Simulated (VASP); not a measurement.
A run of VASP 6.6.1 is set up as follows.

The input INCAR:

```
ALGO = Normal
EDIFF = 1E-6
EDIFFG = -0.01
ENCUT = 600
IBRION = 2
ISIF = 3
ISMEAR = -1
LASPH = T
LCHARG = F
LREAL = F
LWAVE = F
NELM = 60
NSW = 60
PREC = Accurate
SIGMA = 0.05
```

KPOINTS

```
k-points
0
Gamma
  8 8 8
```

The input POSCAR:

```
InAs
1.0
    0.0000000000      2.8773040000      2.8773040000
    2.8773040000      0.0000000000      2.8773040000
    2.8773040000      2.8773040000      0.0000000000
In As
1 1
Direct
    0.5000000000      0.5000000000      0.5000000000
    0.0000000000      0.0000000000      0.0000000000
```

Potentials or basis: VASP PAW LDA potentials, release 64 (In_d, As).

Launch:

```console
$ cat potpaw_LDA.64/In_d/POTCAR potpaw_LDA.64/As/POTCAR > POTCAR
$ mpirun -np 1 vasp_std > vasp.out
```

(1) Estimate the relaxed volume.

(2) What does it give for the relaxed cell?

(3) Estimate the band gap on the k mesh.

(4) What does it give for the space group after relaxing (to 0.05 Å)?

Results:

(1) 22.06 Å³/atom.

(2) a = 3.966 Å, b = 3.966 Å, c = 3.966 Å, α = 60.00°, β = 60.00°, γ = 60.00°.

(3) zero (band 9 reaches 7.04 eV, above the bottom of band 10 at 4.17 eV).

(4) Fm-3m (No. 225).

Caveat: spin-orbit coupling is left out, which moves the levels of the heavy elements.
